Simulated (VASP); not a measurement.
# Ti (P6/mmm) in VASP: single point with r2SCAN

Aim: the single point of Ti with r2SCAN.

Everything below comes from runs of VASP 6.6.1. Logs are shortened: lines on timing, memory, paths and dates and some standing lists are left out, and cuts for length are marked.

### Step 1. The cell of the first run

The structure is hexagonal, space group P6/mmm (No. 191). Conventional cell: a = 4.600 Å, b = 4.600 Å, c = 2.820 Å, α = 90.00°, β = 90.00°, γ = 120.00°. Within 3.7 Å of Ti (site symmetry 6/mmm) lie 14 Ti at 2.82 to 3.01 Å. Within 3.5 Å of Ti (site symmetry -6m2) lie 11 Ti at 2.66 to 3.01 Å.

This isn't the form of Ti at room conditions, which is hcp.

### Step 2. Single point, r2SCAN

Input file POSCAR:

```
Ti
1.0
    4.6000000000      0.0000000000      0.0000000000
   -2.3000000000      3.9837168600      0.0000000000
    0.0000000000      0.0000000000      2.8200000000
Ti
3
Direct
    0.0000000000      0.0000000000      0.0000000000
    0.3333333333      0.6666666667      0.5000000000
    0.6666666667      0.3333333333      0.5000000000
```

Input file INCAR.step1:

```
SYSTEM = Ti
PREC = Accurate
ENCUT = 520
ISMEAR = -1
SIGMA = 0.1
LREAL = .FALSE.
LASPH = .TRUE.
NELM = 80
NBANDS = 25
GGA = PE
ALGO = Normal
EDIFF = 1E-4
LWAVE = .TRUE.
LCHARG = .FALSE.
```

Input file INCAR.step2:

```
SYSTEM = Ti
PREC = Accurate
ENCUT = 520
EDIFF = 1E-6
ISMEAR = -1
SIGMA = 0.1
LREAL = .FALSE.
LASPH = .TRUE.
NELM = 80
ALGO = Normal
ISIF = 2
LWAVE = .FALSE.
LCHARG = .FALSE.
METAGGA = R2SCAN
LMIXTAU = .TRUE.
NBANDS = 25
ISTART = 1
```

Input file KPOINTS:

```
regular mesh
0
G
  8 8 12
  0 0 0
```

Potentials or basis: VASP PAW PBE potentials, release 64 (Ti_sv).

The run is started by

```sh
$ cat potpaw_PBE.64/Ti_sv/POTCAR > POTCAR
$ cp INCAR.step1 INCAR
$ mpirun -np 1 vasp_std > vasp.out
$ cp INCAR.step2 INCAR
$ mpirun -np 1 vasp_std > vasp.out
```

OUTCAR:

```text
SYSTEM = Ti
   PREC = Accurate
   ENCUT = 520
   EDIFF = 1E-6
   ISMEAR = -1
   LREAL = .FALSE.
   LASPH = .TRUE.
   NELM = 80
   ISIF = 2
   METAGGA = R2SCAN
   ISTART = 1

 ion  position               nearest neighbor table
   1  0.000  0.000  0.000-
   2  0.333  0.667  0.500-   3 2.66   3 2.66   3 2.66
   3  0.667  0.333  0.500-   2 2.66   2 2.66   2 2.66

  LATTYP: Found a hexagonal cell.
 ALAT       =     4.6000000000
 C/A-ratio  =     0.6130434783

  Lattice vectors:

 A1 = (   4.6000000000,   0.0000000000,   0.0000000000)
 A2 = (  -2.3000000000,   3.9837168600,   0.0000000000)
 A3 = (   0.0000000000,   0.0000000000,   2.8200000000)

Analysis of symmetry for initial positions (statically):
=====================================================================
 Subroutine PRICEL returns:
 Original cell was already a primitive cell.

 Routine SETGRP: Setting up the symmetry group for a
 hexagonal supercell.

 Subroutine GETGRP returns: Found 24 space group operations
 (whereof 24 operations were pure point group operations)
 out of a pool of 24 trial point group operations.

The static configuration has the point symmetry D_6h.

Analysis of symmetry for dynamics (positions and initial velocities):
=====================================================================
 Subroutine PRICEL returns:
 Original cell was already a primitive cell.

 Routine SETGRP: Setting up the symmetry group for a
 hexagonal supercell.

 Subroutine GETGRP returns: Found 24 space group operations
 (whereof 24 operations were pure point group operations)
 out of a pool of 24 trial point group operations.

The dynamic configuration has the point symmetry D_6h.

 Subroutine INISYM returns: Found 24 space group operations
 (whereof 24 operations are pure point group operations),
 and found     1 'primitive' translations

----------------------------------------------------------------------------------------

                                     Primitive cell

  volume of cell :      51.6768

  direct lattice vectors                    reciprocal lattice vectors
     4.600000000  0.000000000  0.000000000     0.217391304  0.125510928  0.000000000
    -2.300000000  3.983716860  0.000000000     0.000000000  0.251021856  0.000000000
     0.000000000  0.000000000  2.820000000     0.000000000  0.000000000  0.354609929

  length of vectors
     4.600000000  4.600000002  2.820000000     0.251021856  0.251021856  0.354609929
[... 81 lines left out ...]
   ENCUT  =  520.0 eV  38.22 Ry    6.18 a.u.   8.55  8.55  5.24*2*pi/ulx,y,z
   NELM   =     80;   NELMIN=  2; NELMDL=  0     # of ELM steps
   EDIFF  = 0.1E-05   stopping-criterion for ELM
   LREAL  =      F    real-space projection
   EDIFFG = 0.1E-04   stopping-criterion for IOM
   NSW    =      0    number of steps for IOM
   IBRION =     -1    ionic relax: 0-MD 1-quasi-New 2-CG
   NFREE  =      0    steps in history (QN), initial steepest desc. (CG)
   ISIF   =      2    stress and relaxation
   ISYM   =      2    0-nonsym 1-usesym 2-fastsym
   POTIM  = 0.5000    time-step for ionic-motion
   TEBEG  =    0.0;   TEEND  =   0.0 temperature during run
   PSTRESS=    0.0 pullay stress
   NELECT =      36.0000    total number of electrons
   NUPDOWN=      -1.0000    fix difference up-down
   EMIN   =  10.00;   EMAX   =-10.00  energy-range for DOS
   EFERMI =   0.00;   METHOD = LEGACY
   ISMEAR =    -1;   SIGMA  =   0.10  broadening in eV -4-tet -1-fermi 0-gaus
   EFERMI_NEDOS =   21; number of points for ismear=-14 and -15
   IALGO  =     38    algorithm
   IMIX   =      4    mixing-type and parameters
     AMIX     =   0.40;   BMIX     =  1.00
     AMIX_MAG =   1.60;   BMIX_MAG =  1.00
  volume/ion in A,a.u.               =      17.23       116.24
  Fermi-wavevector in a.u.,A,eV,Ry     =   1.451255  2.742475 28.655807  2.106142
  Thomas-Fermi vector in A             =   2.568774
   LORBIT       =      0    0 simple, 1 ext, 2 COOP (PROOUT), +10 PAW based schemes
   METAGGA = R2SCAN    functional components
   LHFCALC =     F    Hartree Fock is set to
   AEXX    =    0.0000 exact exchange contribution
   IVDW    =     0    specifies the selected vdW correction
   LEPSILON=     F    determine dielectric tensor
   LRPA    =     F    only Hartree local field effects (RPA)
 non-spin polarized calculation
  energy-cutoff  :      520.00
  volume of cell :       51.68
 maximum number of plane-waves:      1416
 NGX is ok and might be reduce to    36
   NGX = 17   NGY = 17   NGZ = 11

 number of electron      35.9999981 magnetization

 Free energy of the ion-electron system (eV)
  ---------------------------------------------------
  ext. energy  EPLUGINS =         0.00000000
  ---------------------------------------------------
  free energy    TOTEN  =       -38.93714938 eV

  energy without entropy =      -38.84843587  energy(sigma->0) =      -38.89279262

 E-fermi :   8.3451     XC(G=0): -12.4406

 val. band max:        8.3380567083   @ k =   0.0000   0.0000   0.0000
 cond. band min:       8.3901259482   @ k =   0.3750   0.2500   0.2500
 fundamental gap:      0.0520692399
 Fermi energy:         8.3451113493

 k-point     1 :       0.0000    0.0000    0.0000
  band No.  band energies     occupation
      1     -50.8814      2.00000
      2     -50.6533      2.00000
      3     -50.4985      2.00000
      4     -26.1429      2.00000
      5     -26.1428      2.00000
      6     -26.0819      2.00000
[... 661 lines left out ...]
     24      10.6546      0.00000
     25      11.0149      0.00000

 [... further k-points ...]

------------------------ aborting loop because EDIFF is reached ----------------------------------------

  FORCE on cell =-STRESS in cart. coord.  units (eV):
  Direction    XX          YY          ZZ          XY          YZ          ZX
  --------------------------------------------------------------------------------------
  -------------------------------------------------------------------------------------
  Total       -0.4783674     -0.4783674      0.0621488      0.0000000      0.0000000     -0.0000000
  in kB      -14.8312147    -14.8312147      1.9268507      0.0000000      0.0000000     -0.0000000
  external PRESSURE =      -9.2451929 kB  Pullay stress =       0.0000000 kB

 VOLUME and BASIS-vectors are now :
 -----------------------------------------------------------------------------
  energy-cutoff  :      520.00
  volume of cell :       51.68
      direct lattice vectors                 reciprocal lattice vectors
     4.600000000  0.000000000  0.000000000     0.217391304  0.125510928  0.000000000
    -2.300000000  3.983716860  0.000000000     0.000000000  0.251021856  0.000000000
     0.000000000  0.000000000  2.820000000     0.000000000  0.000000000  0.354609929

 POSITION                                       TOTAL-FORCE (eV/Angst)
 -----------------------------------------------------------------------------------
      0.00000      0.00000      0.00000        -0.000000      0.000000      0.000000
     -0.00000      2.65581      1.41000        -0.000000     -0.000000     -0.000000
      2.30000      1.32791      1.41000         0.000000      0.000000      0.000000
 -----------------------------------------------------------------------------------
    total drift:                                0.000000      0.000000     -0.000000

  FREE ENERGIE OF THE ION-ELECTRON SYSTEM (eV)
  ---------------------------------------------------
  free  energy   TOTEN  =       -38.9371493766 eV

  energy  without entropy=      -38.8484358726  energy(sigma->0) =      -38.89279262
```

OUTCAR.step1:

```text
SYSTEM = Ti
   PREC = Accurate
   ENCUT = 520
   ISMEAR = -1
   LREAL = .FALSE.
   LASPH = .TRUE.
   NELM = 80
[... 896 lines left out ...]
      0.00000      0.00000      0.00000        -0.000000      0.000000      0.000000
     -0.00000      2.65581      1.41000        -0.000000     -0.000000     -0.000000
      2.30000      1.32791      1.41000         0.000000      0.000000      0.000000
 -----------------------------------------------------------------------------------
    total drift:                                0.000000      0.000000     -0.000000

  FREE ENERGIE OF THE ION-ELECTRON SYSTEM (eV)
  ---------------------------------------------------
  free  energy   TOTEN  =       -23.5693059137 eV

  energy  without entropy=      -23.4623661775  energy(sigma->0) =      -23.51583605
```

OSZICAR.step1:

```text
N       E                     dE             d eps       ncg     rms          rms(c)
DAV:   1     0.433466687696E+03    0.43347E+03   -0.18650E+04  3500   0.179E+03
DAV:   2     0.226146666560E+02   -0.41085E+03   -0.40403E+03  3553   0.516E+02
DAV:   3    -0.229156248927E+02   -0.45530E+02   -0.44337E+02  6414   0.149E+02
DAV:   4    -0.265808666900E+02   -0.36652E+01   -0.36457E+01  4774   0.381E+01
DAV:   5    -0.267581951613E+02   -0.17733E+00   -0.17726E+00  5597   0.722E+00    0.148E+01
DAV:   6    -0.235527636338E+02    0.32054E+01   -0.11771E+01  4326   0.322E+01    0.366E+00
DAV:   7    -0.235452339252E+02    0.75297E-02   -0.12549E+00  5576   0.802E+00    0.252E+00
DAV:   8    -0.236020531162E+02   -0.56819E-01   -0.57761E-01  5097   0.686E+00    0.264E+00
DAV:   9    -0.235810029091E+02    0.21050E-01   -0.30746E-01  4935   0.606E+00    0.838E-01
DAV:  10    -0.235686085622E+02    0.12394E-01   -0.71750E-02  4907   0.245E+00    0.992E-02
DAV:  11    -0.235692349592E+02   -0.62640E-03   -0.68175E-03  5030   0.632E-01    0.137E-01
DAV:  12    -0.235693059137E+02   -0.70954E-04   -0.43351E-04  4283   0.181E-01
   1 F= -.23569306E+02 E0= -.23515836E+02  d E =-.106940E+00
```

Run time: 11 min. Hardware: 1 thread of Intel Xeon 8259CL, shared host; peak memory 0.22 GiB.

Results:

- Free energy: -38.9371 eV
- Pressure: -0.9 GPa
- Band gap on the k mesh: zero (bands 18 and 19 overlap by 0.19 eV)

Stress tensor (GPa, compression positive):
```
-1.48  0.00  0.00
 0.00 -1.48  0.00
 0.00  0.00  0.19
```

Caveat: the PAW data sets were made with another functional, which shifts forces and pressure a little.
